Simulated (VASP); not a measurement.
Here is a VASP 6.6.1 calculation.

File INCAR:

```
ALGO = Normal
EDIFF = 1E-6
EDIFFG = -0.01
ENCUT = 600
GGA = PE
IBRION = 2
ISIF = 3
ISMEAR = 0
LASPH = True
LCHARG = False
LREAL = False
LWAVE = False
NELM = 80
NSW = 100
PREC = Accurate
SIGMA = 0.1
```

The input KPOINTS:

```
k-points
0
Gamma
  12 12 12
```

Contents of POSCAR:

```
BeCl3
1.0
    0.0000000000      3.3125092228      3.3125092228
    3.3125092228      0.0000000000      3.3125092228
    3.3125092228      3.3125092228      0.0000000000
Be Cl
1 3
Direct
    0.0000000000      0.0000000000      0.0000000000
    0.2500000000      0.2500000000      0.2500000000
    0.7500000000      0.7500000000      0.7500000000
    0.5000000000      0.5000000000      0.5000000000
```

Potentials or basis: VASP PAW PBE potentials, release 64 (Be, Cl).

The run is started by

```console
$ cat potpaw_PBE.64/Be/POTCAR potpaw_PBE.64/Cl/POTCAR > POTCAR
$ mpirun -np 1 vasp_std > vasp.out
```

Task: Predict the band gap on the k mesh.

Result: Zero (an odd number of electrons rules out a gap without spin polarisation).

Final structure:
```xyz
4
Lattice="0.0000 3.3125 3.3125 3.3125 0.0000 3.3125 3.3125 3.3125 0.0000" Properties=species:S:1:pos:R:3 pbc="T T T"
Be    0.0000    0.0000    0.0000
Cl    1.6563    1.6563    1.6563
Cl    4.9688    4.9688    4.9688
Cl    3.3125    3.3125    3.3125
```

Caveat: the relaxation stopped at its first step, so nothing moved; an odd number of electrons without spin polarisation forces a metal; a magnetic or distorted state may lie lower.
